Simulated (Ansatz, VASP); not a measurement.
# WC in VASP and in Ansatz

File POSCAR:

```
WC
1.0
    2.9005014360      0.0000000000      0.0000000000
   -1.4502507180      2.5119079273      0.0000000000
    0.0000000000      0.0000000000      2.8290000000
W C
1 1
Direct
    0.0000000000      0.0000000000     -0.1060445387
    0.6666666667      0.3333333333      0.5000000000
```

File INCAR.step1:

```
  PREC = Accurate
  ENCUT = 520
  ISMEAR = 0
  SIGMA = 0.15
  LREAL = False
  LASPH = True
  NELM = 100
  NBANDS = 16
  GGA = PE
  ALGO = Normal
  EDIFF = 1E-4
  LWAVE = True
  LCHARG = False
```

INCAR.step2

```
  PREC = Accurate
  ENCUT = 520
  EDIFF = 1E-6
  ISMEAR = 0
  SIGMA = 0.15
  LREAL = False
  LASPH = True
  NELM = 100
  ALGO = Normal
  ISIF = 2
  LWAVE = False
  LCHARG = False
  METAGGA = R2SCAN
  LMIXTAU = True
  NBANDS = 16
  ISTART = 1
```

KPOINTS

```
regular mesh
0
Gamma
  18 18 16
```

Input for Ansatz:

```yaml
crystal:
  lattice:
    - [2.900501436, 0.0, 0.0]
    - [-1.450250718, 2.5119079273, 0.0]
    - [0.0, 0.0, 2.829]
  atoms:
    - { symbol: W, position: [0.0, 0.0, -0.1060445387] }
    - { symbol: C, position: [0.6666666667, 0.3333333333, 0.5] }
basis:
  ecutwfc: 500
kpoints:
  mp_grid: { grid: [18, 18, 16] }
hamiltonian:
  xc: r2scan
scf:
  occupations: { method: gaussian, width: 0.15 }
output:
  forces: true
  stress: true
  eigenvalues: true
  write_density: true
  write_potential: true
  elf: true
  volumetric_format: npy
```

Change from the starting cell: all W atoms moved -0.300 Å, as atom 1 along Cartesian [0 0 1].

Alike in both runs: task single point; functional r2SCAN; k mesh 18 × 18 × 16; occupations gaussian, width 0.15 eV; no spin polarisation.

|  | VASP | Ansatz |
| --- | --- | --- |
| version | VASP 6.6.1 | Ansatz 0.2.0 |
| potentials or method | VASP PAW PBE potentials, release 64 (W_sv, C), cutoff 520 eV | scalar-relativistic, plane waves, PAW |
| valence electrons in the cell | 18 | 18 |

VASP gave:

```
gap on the k mesh at the Fermi level (eV)                     : none
pressure (GPa)                                                : 27.2
traceless stress, the component that is largest in VASP (GPa) : 1.11
rms of the force components (eV/Å)                            : 2.905
```

Task: What did Ansatz give for the same quantities?

Result: gap on the k mesh at the Fermi level (eV): none; pressure (GPa): 24.8; traceless stress, the component that is largest in VASP (GPa): 1.11; rms of the force components (eV/Å): 2.875.

VASP's potentials were made for PBE, not for r2SCAN. Atom by atom the forces differ by 0.030 eV/Å (rms over components). A gap of «none» marks a metal or a gap that the smearing closes. With one functional, cell and mesh, what is left measures potentials, basis and numerics.

Spin-orbit coupling is off throughout.
